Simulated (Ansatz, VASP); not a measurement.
## One calculation of BiTe, two programs

```
Bi Te
1.0
     0.00000    3.18648    3.23500
     3.18648    0.00000    3.23500
     3.18648    3.18648    0.00000
Bi Te
1 1
Direct
  0.00000 0.00000 0.00000
  0.50000 0.50000 0.50000
```

Change from the starting cell: strain -0.015 along x and y, +0.000 along z, atoms carried along.

Alike in both runs: task single point; functional PBE; k mesh 14 × 14 × 14; occupations gaussian, width 0.15 eV; no spin polarisation.

```csv
,VASP,Ansatz
version,VASP 6.6.1,Ansatz 0.2.0
potentials or method,"VASP PAW PBE potentials, release 64 (Bi_d, Te), cutoff 520 eV","scalar-relativistic, plane waves, PAW"
valence electrons in the cell,21,31
```

|  | VASP | Ansatz | Ansatz less VASP |
| --- | --- | --- | --- |
| gap on the k mesh at the Fermi level (eV) | none | none | - |
| pressure (GPa) | 2.4 | 2.4 | +0.06 |
| traceless stress, the component that is largest in VASP (GPa) | -0.92 | -0.92 | -0.002 |

A gap of «none» marks a metal or a gap that the smearing closes. The functional is the same, so the differences come from potentials, cutoffs and numerics. VASP's potentials hold 21 valence electrons a cell and Ansatz's 31, so a difference there can come from the potentials and not from the codes.

Neither program's run includes spin-orbit coupling.
